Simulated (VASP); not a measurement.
Crystal: Co.

```xyz
2
Lattice="0.0000 3.5890 3.5890 1.7945 0.0000 1.7945 1.7945 1.7945 0.0000" Properties=species:S:1:pos:R:3 pbc="T T T"
Co    0.0000    0.0000    0.0000
Co    0.0000    1.7945    1.7945
```

Base run:

| Quantity | Value |
| --- | --- |
| Program | VASP 6.6.1 |
| Functional | PBE |
| Potentials or basis | VASP PAW PBE potentials, release 64 (Co) |
| Cutoff | 600 eV |
| k mesh | 6 × 12 × 12 |
| Occupations | fermi-dirac, width 0.05 eV |
| Spin | collinear spin, ferromagnetic start |
| Starting moments | [2.03, 2.03] μB |
| Hubbard terms | Co d U = 2.7 eV |

Its results: pressure -5.9 GPa.

**Question.** After a change of settings the same cell gave: pressure -25.5 GPa. Which change was it?
A. moments at the start from [2.03, 2.03] to [0.6, 0.6]
B. moments at the start from [2.03, 2.03] to [3.0, 3.0]
C. spin from collinear spin, ferromagnetic start to collinear spin; moments at the start from [2.03, 2.03] to [0.0, 3.0]
D. spin from collinear spin, ferromagnetic start to no spin polarisation; further incar settings from ALGO = Normal; EDIFF = 1e-06; NBANDS = 20 to ALGO = Normal; EDIFF = 1e-06; NBANDS = 16

**Answer.** D.

Caveats: the U is typed as a test and isn't derived for this compound; U without spin polarisation on a metal has little footing (some runs).
